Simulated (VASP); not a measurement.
A run of VASP 6.6.1 is set up as follows.

The input INCAR:

```
  PREC = Accurate
  ENCUT = 500
  EDIFF = 1E-6
  ISMEAR = 0
  SIGMA = 0.01
  LREAL = F
  LASPH = T
  NELM = 120
  ALGO = Normal
  ISIF = 2
  LWAVE = F
  LCHARG = F
  GGA = PS
  NBANDS = 19
  GGA_COMPAT = F
```

The input KPOINTS:

```
regular mesh
0
Gamma
  6 6 4
```

The input POSCAR:

```
ZrS2
1.0
    3.7873052223      0.0000000000      0.0000000000
   -1.8936526060      3.2799025309      0.0000000000
    0.0000000000      0.0000000000      6.1980578275
Zr S
1 2
Direct
    0.0000000000      0.0000000000      0.0000000000
    0.6666666667      0.3333333333      0.7620900300
    0.3333333333      0.6666666667      0.2379099700
```

Potentials or basis: VASP PAW PBE potentials, release 64 (Zr_sv, S).

The run is started by

```bash
$ cat potpaw_PBE.64/Zr_sv/POTCAR potpaw_PBE.64/S/POTCAR > POTCAR
$ mpirun -np 1 vasp_std > vasp.out
```

Problem. Estimate the band gap on the k mesh.

Solution. 1.03 eV (least direct gap 1.53 eV).

Problem. Predict the largest force.

Solution. 0.923 eV/Å.

Stress tensor (GPa, compression positive):
```
-8.82  0.00  0.00
 0.00 -8.82  0.00
 0.00  0.00 -6.15
```

Caveat: the cell stands under tension; the PAW data sets were made with another functional, which shifts forces and pressure a little; this functional lacks dispersion, which binds the layers, so the pressure and a relaxed spacing across them are unreliable. A k mesh can miss the band edges.
